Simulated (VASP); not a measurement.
Set up this calculation in VASP 6.6.1, as the native input.

```yaml
Task: density of states
Functional: PBE
Potentials_or_basis: VASP PAW PBE potentials, release 64 (Sn_d)
Cutoff: 520 eV
k_mesh: 12 × 12 × 12
Occupations: fermi-dirac, width 0.08 eV
Spin: no spin polarisation
Dipole_correction: no
k_mesh_for_the_DOS: 18 × 18 × 18
Occupations_for_the_DOS: tetrahedron
Further_INCAR_settings: ALGO = Normal; EDIFF = 1e-06; NBANDS = 13
```

Crystal: Sn.

```xyz
1
Lattice="2.3680 0.0000 0.0000 0.0000 2.3680 0.0000 0.0000 0.0000 2.3680" Properties=species:S:1:pos:R:3 pbc="T T T"
Sn    0.0000    0.0000    0.0000
```

This cell differs from its parent crystal: volume scaled by 0.45.

One way to write it, as run:

POSCAR

```
Sn
1.0
    2.3680147530      0.0000000000      0.0000000000
    0.0000000000      2.3680147530      0.0000000000
    0.0000000000      0.0000000000      2.3680147530
Sn
1
Direct
    0.0000000000      0.0000000000      0.0000000000
```

INCAR.step1

```
SYSTEM = Sn
ALGO = Normal ; EDIFF = 1E-6
ENCUT = 520 ; GGA = PE
ISIF = 2 ; ISMEAR = -1
LASPH = .TRUE. ; LCHARG = .TRUE.
LREAL = .FALSE. ; LWAVE = .FALSE.
NBANDS = 13 ; NELM = 80
PREC = Accurate ; SIGMA = 0.08
```

KPOINTS.step1

```
k-points
0
G
  12 12 12
  0 0 0
```

INCAR.step2

```
SYSTEM = Sn
ALGO = Normal ; EDIFF = 1E-6
ENCUT = 520 ; GGA = PE
ICHARG = 11 ; ISIF = 2
ISMEAR = -5 ; LASPH = .TRUE.
LCHARG = .FALSE. ; LORBIT = 11
LREAL = .FALSE. ; LWAVE = .FALSE.
NBANDS = 13 ; NEDOS = 1001
NELM = 80 ; PREC = Accurate
SIGMA = 0.08
```

KPOINTS.step2

```
k-points
0
G
  18 18 18
  0 0 0
```

Potentials or basis: VASP PAW PBE potentials, release 64 (Sn_d).

Run with:

```console
$ cat potpaw_PBE.64/Sn_d/POTCAR > POTCAR
$ cp INCAR.step1 INCAR
$ cp KPOINTS.step1 KPOINTS
$ mpirun -np 1 vasp_std > vasp.out
$ cp INCAR.step2 INCAR
$ cp KPOINTS.step2 KPOINTS
$ mpirun -np 1 vasp_std > vasp.out
```

Results of the run:

```
Valence electrons inside the program's atomic spheres : Sn 13.79
```

Caveat: spin-orbit coupling is left out, which moves the levels of the heavy elements.

Wall time 27 s on 1 thread of Intel(R) Xeon(R) Platinum 8259CL CPU @ 2.50GHz (Skylake/Cascade Lake), with other jobs on the host, peak memory 0.15 GiB.
